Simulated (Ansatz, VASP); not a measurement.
# Two plane-wave programs on Sc3Ru

File INCAR:

```
ALGO = Normal
EDIFF = 1E-6
ENCUT = 520
GGA = PE
ISIF = 2
ISMEAR = 0
LASPH = T
LCHARG = F
LREAL = F
LWAVE = F
NBANDS = 32
NELM = 60
PREC = Accurate
SIGMA = 0.1
```

The input KPOINTS:

```
k-points
0
Gamma
  4 4 4
```

File POSCAR:

```
Sc3Ru
1.0
    4.1071972818      0.0000000000      0.0000000000
    0.0000000000      4.1071972818      0.0000000000
    0.0000000000      0.0000000000      4.1071972818
Sc Ru
3 1
Direct
    0.0000000000      0.5000000000      0.5000000000
    0.5000000000      0.0000000000      0.5000000000
    0.5000000000      0.5000000000      0.0000000000
    0.0000000000      0.0000000000      0.0000000000
```

Input for Ansatz:

```yaml
crystal:
  lattice:
    - [4.1071972818, 0.0, 0.0]
    - [0.0, 4.1071972818, 0.0]
    - [0.0, 0.0, 4.1071972818]
  atoms:
    - { symbol: Sc, position: [0.0, 0.5, 0.5] }
    - { symbol: Sc, position: [0.5, 0.0, 0.5] }
    - { symbol: Sc, position: [0.5, 0.5, 0.0] }
    - { symbol: Ru, position: [0.0, 0.0, 0.0] }
basis:
  ecutwfc: 420
kpoints:
  mp_grid: { grid: [4, 4, 4] }
hamiltonian:
  xc: pbe
scf:
  occupations: { method: gaussian, width: 0.1 }
  lower_state_search: "off"
output:
  forces: true
  stress: true
  eigenvalues: true
```

Alike in both runs: task single point; functional PBE; k mesh 4 × 4 × 4; occupations gaussian, width 0.1 eV; no spin polarisation.

|  | VASP | Ansatz |
| --- | --- | --- |
| version | VASP 6.6.1 | Ansatz 0.2.0 |
| potentials or method | VASP PAW PBE potentials, release 64 (Sc_sv, Ru_pv), cutoff 520 eV | scalar-relativistic, plane waves, PAW |
| valence electrons in the cell | 47 | 49 |

Ansatz gave:

```
gap on the k mesh at the Fermi level (eV) : none
pressure (GPa)                            : 15.0
```

Q: Which values does VASP return?

A: gap on the k mesh at the Fermi level (eV): none; pressure (GPa): 15.2.

A gap of «none» marks a metal or a gap that the smearing closes. VASP's potentials hold 47 valence electrons a cell and Ansatz's 49, so a difference there can come from the potentials and not from the codes.

The k mesh is coarse, so the values compare programs but aren't converged.
